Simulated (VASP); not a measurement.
Set up this calculation in VASP 6.6.1, as the native input.

```yaml
Task: single point
Functional: PBE
Potentials_or_basis: VASP PAW PBE potentials, release 64 (W_sv, I)
Cutoff: 520 eV
k_mesh: 4 × 4 × 4
Occupations: gaussian, width 0.1 eV
Spin: no spin polarisation
Dipole_correction: no
Further_INCAR_settings: ALGO = Normal; EDIFF = 1e-06; NBANDS = 44
```

The structure of W2I lies in POSCAR:

```
W2I
1.0
    5.2696788626      0.0000000000      0.0000000000
    0.0000000000      6.4316023845      0.0000000000
    0.0000000000      0.0000000000      4.0150385862
W I
4 2
Direct
    0.2004000000      0.3787000000      0.0000000000
    0.7996000000      0.6213000000      0.0000000000
    0.7004000000      0.1213000000      0.5000000000
    0.2996000000      0.8787000000      0.5000000000
    0.0000000000      0.0000000000      0.0000000000
    0.5000000000      0.5000000000      0.5000000000
```

These files were run (other wordings do the same):

INCAR

```
SYSTEM = W2I
PREC = Accurate ; ENCUT = 520
EDIFF = 1E-6 ; ISMEAR = 0
SIGMA = 0.1 ; LREAL = .FALSE.
LASPH = .TRUE. ; NELM = 80
ALGO = Normal ; ISIF = 2
LWAVE = .FALSE. ; LCHARG = .FALSE.
GGA = PE ; NBANDS = 44
```

KPOINTS

```
Automatic mesh
0
G
  4 4 4
  0 0 0
```

Potentials or basis: VASP PAW PBE potentials, release 64 (W_sv, I).

Launch:

```bash
$ cat potpaw_PBE.64/W_sv/POTCAR potpaw_PBE.64/I/POTCAR > POTCAR
$ mpirun -np 1 vasp_std > vasp.out
```

It gave:

| Property | Result |
| --- | --- |
| Pressure | -3.6 GPa |
| Largest force | 1.450 eV/Å |
| Band gap on the k mesh | zero (bands 35 and 36 overlap by 0.93 eV) |

Caveat: the k points lie up to 0.39 Å⁻¹ apart, too coarse for converged energies and pressures of a metal; spin-orbit coupling is left out, which moves the levels of the heavy elements; forces of over 1 eV/Å act on the atoms, so gaps and moduli don't describe the material at rest.

Run time: 3.1 min on 1 thread of Oxide Virtual Turin-like Processor, with other jobs on the host, peak memory 0.26 GiB.
